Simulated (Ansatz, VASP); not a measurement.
Ga2H3: VASP beside Ansatz

```xyz
5
Lattice="3.8238 0.0000 0.0000 0.0000 3.8238 0.0000 0.0000 0.0000 3.8238" Properties=species:S:1:pos:R:3 pbc="T T T"
Ga    1.9119    1.9119    1.9119
Ga    0.0000    0.0000    0.0000
H     0.0000    1.9119    1.9119
H     1.9119    0.0000    1.9119
H     1.9119    1.9119    0.0000
```

Alike in both runs: task relaxation of cell and atoms; functional PBE; k mesh 10 × 10 × 10; occupations gaussian, width 0.1 eV; no spin polarisation.

```csv
,VASP,Ansatz
version,VASP 6.6.1,Ansatz 0.2.0
potentials or method,"VASP PAW PBE potentials, release 64 (Ga_d, H), cutoff 600 eV","scalar-relativistic, plane waves, PAW"
valence electrons in the cell,29,29
```

|  | VASP | Ansatz | Ansatz less VASP |
| --- | --- | --- | --- |
| gap on the k mesh at the Fermi level, each at its own relaxed structure (eV) | none | none | - |
| relaxed volume (Å³/atom) | 11.09 | 11.04 | -0.051 |
| relaxed cell length with the largest relative difference (Å) | 3.813 | 3.807 | -0.0058 |

A gap of «none» marks a metal or a gap that the smearing closes.

Noted on VASP's run: too few bands were computed for a metal, which touches its energy and stress.
